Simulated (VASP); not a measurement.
# W (R-3m) in VASP: further runs, part 2 of 2

VASP 6.6.1. The steps go on from the part before.

**4. Single point, PBE**

This run uses another cell than the first one, of the same volume but with other edges.

Contents of INCAR:

```
SYSTEM = W
  ALGO = Fast
  EDIFF = 1E-6
  ENCUT = 520
  GGA = PE
  ISIF = 2
  ISMEAR = 0
  LASPH = .True.
  LCHARG = .False.
  LREAL = .False.
  LWAVE = .False.
  NBANDS = 13
  NELM = 100
  PREC = Accurate
  SIGMA = 0.15
```

Contents of KPOINTS:

```
k-points
0
Gamma
  24 24 24
  0 0 0
```

Contents of POSCAR:

```
W
1.0
   -1.9635487370      1.6173912089      1.6173912089
    1.6173912089     -1.9635487370      1.6173912089
    1.6173912089      1.6173912089     -1.9635487370
W
1
Direct
    0.0000000000      0.0000000000      0.0000000000
```

Potentials or basis: VASP PAW PBE potentials, release 64 (W_sv).

Started as:

```
$ cat potpaw_PBE.64/W_sv/POTCAR > POTCAR
$ mpirun -np 1 vasp_std > vasp.out
```

OUTCAR:

```text
SYSTEM = W
   EDIFF = 1E-6
   ENCUT = 520
   GGA = PE
   ISIF = 2
   ISMEAR = 0
   LASPH = .True.
   LREAL = .False.
   NELM = 100
   PREC = Accurate

 ion  position               nearest neighbor table
   1  0.000  0.000  0.000-

  LATTYP: Found a trigonal (rhomboedric) cell.
 ALAT       =     3.0145368281
 COS(alpha) =    -0.4110840653

  Lattice vectors:

 A1 = (  -1.9635487370,   1.6173912089,   1.6173912089)
 A2 = (   1.6173912089,  -1.9635487370,   1.6173912089)
 A3 = (   1.6173912089,   1.6173912089,  -1.9635487370)

Analysis of symmetry for initial positions (statically):
=====================================================================
 Subroutine PRICEL returns:
 Original cell was already a primitive cell.

 Routine SETGRP: Setting up the symmetry group for a
 trigonal (rhombohedral) supercell.

 Subroutine GETGRP returns: Found 12 space group operations
 (whereof 12 operations were pure point group operations)
 out of a pool of 12 trial point group operations.

The static configuration has the point symmetry D_3d.

Analysis of symmetry for dynamics (positions and initial velocities):
=====================================================================
 Subroutine PRICEL returns:
 Original cell was already a primitive cell.

 Routine SETGRP: Setting up the symmetry group for a
 trigonal (rhombohedral) supercell.

 Subroutine GETGRP returns: Found 12 space group operations
 (whereof 12 operations were pure point group operations)
 out of a pool of 12 trial point group operations.

The dynamic configuration has the point symmetry D_3d.

 Subroutine INISYM returns: Found 12 space group operations
 (whereof 12 operations are pure point group operations),
 and found     1 'primitive' translations

----------------------------------------------------------------------------------------

                                     Primitive cell

  volume of cell :      16.3012

  direct lattice vectors                    reciprocal lattice vectors
    -1.963548737  1.617391209  1.617391209     0.076041619  0.355297907  0.355297907
     1.617391209 -1.963548737  1.617391209     0.355297907  0.076041619  0.355297907
     1.617391209  1.617391209 -1.963548737     0.355297907  0.355297907  0.076041619

  length of vectors
     3.014536828  3.014536828  3.014536828     0.508188483  0.508188483  0.508188483

  position of ions in fractional coordinates (direct lattice)
     0.000000000  0.000000000  0.000000000

  ion indices of the primitive-cell ions
   primitive index   ion index
                 1           1

----------------------------------------------------------------------------------------

 KPOINTS: k-points

Automatic generation of k-mesh.
 Grid dimensions read from file:
 generate k-points for:   24   24   24

 Generating k-lattice:

  Cartesian coordinates                     Fractional coordinates (reciprocal lattice)
     0.003168401  0.014804079  0.014804079     0.041666667  0.000000000  0.000000000
     0.014804079  0.003168401  0.014804079     0.000000000  0.041666667  0.000000000
     0.014804079  0.014804079  0.003168401     0.000000000  0.000000000  0.041666667

  Length of vectors
     0.021174520  0.021174520  0.021174520

  Shift w.r.t. Gamma in fractional coordinates (k-lattice)
     0.000000000  0.000000000  0.000000000

 Subroutine IBZKPT returns following result:
 ===========================================

 Found   1313 irreducible k-points:

 Following reciprocal coordinates:
            Coordinates               Weight
  0.000000  0.000000  0.000000      1.000000
  0.041667  0.000000  0.000000      6.000000
  0.083333  0.000000  0.000000      6.000000
  0.125000 -0.000000 -0.000000      6.000000
  0.166667 -0.000000  0.000000      6.000000
  0.208333  0.000000  0.000000      6.000000
[... 16 lines left out ...]
  0.416667  0.041667 -0.000000     12.000000
  0.458333  0.041667 -0.000000     12.000000
 [... further k-points ...]
   k-points           NKPTS =   1313   k-points in BZ     NKDIM =   1313   number of bands    NBANDS=     13
   number of dos      NEDOS =    301   number of ions     NIONS =      1
   total plane-waves  NPLWV =  13824
   dimension x,y,z NGX =    24 NGY =   24 NGZ =   24
   dimension x,y,z NGXF=    48 NGYF=   48 NGZF=   48
   ions per type =               1
   NGX,Y,Z   is equivalent  to a cutoff of  13.24, 13.24, 13.24 a.u.
   NGXF,Y,Z  is equivalent  to a cutoff of  26.47, 26.47, 26.47 a.u.
 SYSTEM =  W
   PREC   = accura    normal or accurate (medium, high low for compatibility)
   ISTART =      0    job   : 0-new  1-cont  2-samecut
   ICHARG =      2    charge: 1-file 2-atom 10-const
   ISPIN  =      1    spin polarized calculation?
   LNONCOLLINEAR =      F non collinear calculations
   LSORBIT =      F    spin-orbit coupling
   LASPH  =      T    aspherical Exc in radial PAW
   ENCUT  =  520.0 eV  38.22 Ry    6.18 a.u.   5.61  5.61  5.61*2*pi/ulx,y,z
   NELM   =    100;   NELMIN=  2; NELMDL= -5     # of ELM steps
   EDIFF  = 0.1E-05   stopping-criterion for ELM
   LREAL  =      F    real-space projection
   EDIFFG = 0.1E-04   stopping-criterion for IOM
   NSW    =      0    number of steps for IOM
   IBRION =     -1    ionic relax: 0-MD 1-quasi-New 2-CG
   NFREE  =      0    steps in history (QN), initial steepest desc. (CG)
   ISIF   =      2    stress and relaxation
   ISYM   =      2    0-nonsym 1-usesym 2-fastsym
   POTIM  = 0.5000    time-step for ionic-motion
   TEBEG  =    0.0;   TEEND  =   0.0 temperature during run
   PSTRESS=    0.0 pullay stress
   NELECT =      14.0000    total number of electrons
   NUPDOWN=      -1.0000    fix difference up-down
   EMIN   =  10.00;   EMAX   =-10.00  energy-range for DOS
   EFERMI =   0.00;   METHOD = LEGACY
   ISMEAR =     0;   SIGMA  =   0.15  broadening in eV -4-tet -1-fermi 0-gaus
   EFERMI_NEDOS =   21; number of points for ismear=-14 and -15
   IALGO  =     68    algorithm
   IMIX   =      4    mixing-type and parameters
     AMIX     =   0.40;   BMIX     =  1.00
     AMIX_MAG =   1.60;   BMIX_MAG =  1.00
  volume/ion in A,a.u.               =      16.30       110.01
  Fermi-wavevector in a.u.,A,eV,Ry     =   1.556125  2.940649 32.946829  2.421524
  Thomas-Fermi vector in A             =   2.659966
   LORBIT       =      0    0 simple, 1 ext, 2 COOP (PROOUT), +10 PAW based schemes
   GGA     = PE    functional components
   LHFCALC =     F    Hartree Fock is set to
   AEXX    =    0.0000 exact exchange contribution
   IVDW    =     0    specifies the selected vdW correction
   LEPSILON=     F    determine dielectric tensor
   LRPA    =     F    only Hartree local field effects (RPA)
 non-spin polarized calculation
 RMM-DIIS sequential band-by-band and
 Gauss-broadening in eV      SIGMA  =   0.15
  energy-cutoff  :      520.00
  volume of cell :       16.30
 maximum number of plane-waves:       459
   NGX = 11   NGY = 11   NGZ = 11

 number of electron      14.0000001 magnetization

 Free energy of the ion-electron system (eV)
  ---------------------------------------------------
  ext. energy  EPLUGINS =         0.00000000
  ---------------------------------------------------
  free energy    TOTEN  =       -11.09726689 eV

  energy without entropy =      -11.09052915  energy(sigma->0) =      -11.09389802

 E-fermi :  11.2068     XC(G=0): -13.3360

 val. band max:       11.2045611437   @ k =  -0.4583   0.0417   0.0417
 cond. band min:      11.2074061091   @ k =  -0.2917   0.1250   0.0417
 fundamental gap:      0.0028449654
 Fermi energy:        11.2068296020

 k-point     1 :       0.0000    0.0000    0.0000
  band No.  band energies     occupation
      1     -63.4160      2.00000
      2     -27.2823      2.00000
      3     -27.2823      2.00000
      4     -25.0968      2.00000
      5       1.7991      2.00000
      6       5.8577      2.00000
      7       9.4241      2.00000
      8       9.4241      2.00000
      9      16.7252      0.00000
     10      16.7252      0.00000
     11      21.8749      0.00000
     12      27.4705      0.00000
     13      27.4705      0.00000
[... 353 lines left out ...]
 k-point    24 :       0.4583    0.0417   -0.0000
  band No.  band energies     occupation
      1     -62.7102      2.00000
      2     -30.1295      2.00000
      3     -26.9371      2.00000
      4     -26.7162      2.00000
      5       4.9383      2.00000
      6       7.1814      2.00000
      7      12.0144      0.00000
      8      12.2505      0.00000
      9      13.8655      0.00000
     10      16.3989      0.00000
     11      21.7631      0.00000
     12      27.8735      0.00000
     13      28.9393      0.00000

 [... further k-points ...]
[... 5 lines left out ...]
  --------------------------------------------------------------------------------------
  -------------------------------------------------------------------------------------
  Total        3.9947330      3.9947330      3.9947330      6.5514968      6.5514968      6.5514968
  in kB      392.6258355    392.6258355    392.6258355    643.9196067    643.9196067    643.9196067
  external PRESSURE =     392.6258355 kB  Pullay stress =       0.0000000 kB

 VOLUME and BASIS-vectors are now :
 -----------------------------------------------------------------------------
  energy-cutoff  :      520.00
  volume of cell :       16.30
      direct lattice vectors                 reciprocal lattice vectors
    -1.963548737  1.617391209  1.617391209     0.076041619  0.355297907  0.355297907
     1.617391209 -1.963548737  1.617391209     0.355297907  0.076041619  0.355297907
     1.617391209  1.617391209 -1.963548737     0.355297907  0.355297907  0.076041619

 POSITION                                       TOTAL-FORCE (eV/Angst)
 -----------------------------------------------------------------------------------
      0.00000      0.00000      0.00000         0.000000      0.000000      0.000000
 -----------------------------------------------------------------------------------
    total drift:                               -0.000000      0.000000      0.000000

  FREE ENERGIE OF THE ION-ELECTRON SYSTEM (eV)
  ---------------------------------------------------
  free  energy   TOTEN  =       -11.0972668881 eV

  energy  without entropy=      -11.0905291524  energy(sigma->0) =      -11.09389802
```

Run time: 3.3 min. Hardware: 1 thread of Intel Xeon Platinum 8375C at 2.90GHz (Ice Lake), shared host; peak memory 0.37 GiB.

Results:

```
Free energy            : -11.0973 eV
Pressure               : 39.3 GPa
Band gap on the k mesh : zero (band 7 reaches 14.09 eV, above the bottom of band 8 at 9.42 eV)
```

Stress tensor (GPa, compression positive):
```
39.26 64.39 64.39
64.39 39.26 64.39
64.39 64.39 39.26
```

Levels at points of the mesh, in eV from the Fermi level:
| k point | band 3 | band 4 | band 5 | band 6 | band 7 | band 8 | band 9 | band 10 | band 11 | band 12 |
| --- | --- | --- | --- | --- | --- | --- | --- | --- | --- | --- |
| (0.00, 0.00, 0.00) | -38.49 | -36.30 | -9.41 | -5.35 | -1.78 | -1.78 | 5.52 | 5.52 | 10.67 | 16.26 |
| (0.50, 0.00, 0.00) | -38.15 | -37.92 | -6.31 | -4.01 | 0.90 | 1.11 | 2.79 | 4.88 | 10.46 | 16.68 |
| (0.50, 0.50, 0.00) | -38.64 | -36.33 | -6.61 | -5.44 | -1.10 | 3.05 | 5.67 | 6.53 | 6.53 | 10.22 |
| (0.50, 0.50, 0.50) | -38.23 | -38.23 | -6.29 | -6.29 | 2.88 | 2.88 | 7.05 | 7.62 | 7.62 | 11.63 |

Caveat: spin-orbit coupling is left out, which moves the levels of the heavy elements.

**5. The runs side by side**

```tsv
cell	further INCAR settings	gap on the mesh (eV)	pressure (GPa)
a = 2.550 Å, angles 95.9°, 1 atom	ALGO = Fast; EDIFF = 1e-07; NBANDS = 13	none	28.8
a = 3.337 Å, angles 117.0°, 1 atom	ALGO = Fast; EDIFF = 1e-07; NBANDS = 13	none	249.8
a = 3.015 Å, angles 114.3°, 1 atom	ALGO = Fast; EDIFF = 1e-06; NBANDS = 13	none	39.3
```

Alike in all rows: task single point; level PBE; potentials or basis VASP PAW PBE potentials, release 64 (W_sv); no spin polarisation; k mesh 24 × 24 × 24; cutoff (eV) 520; smearing gaussian 0.15 eV.

Caveats: spin-orbit coupling is left out, which moves the levels of the heavy elements.

Absolute energies hang on the potentials; compare differences alone.
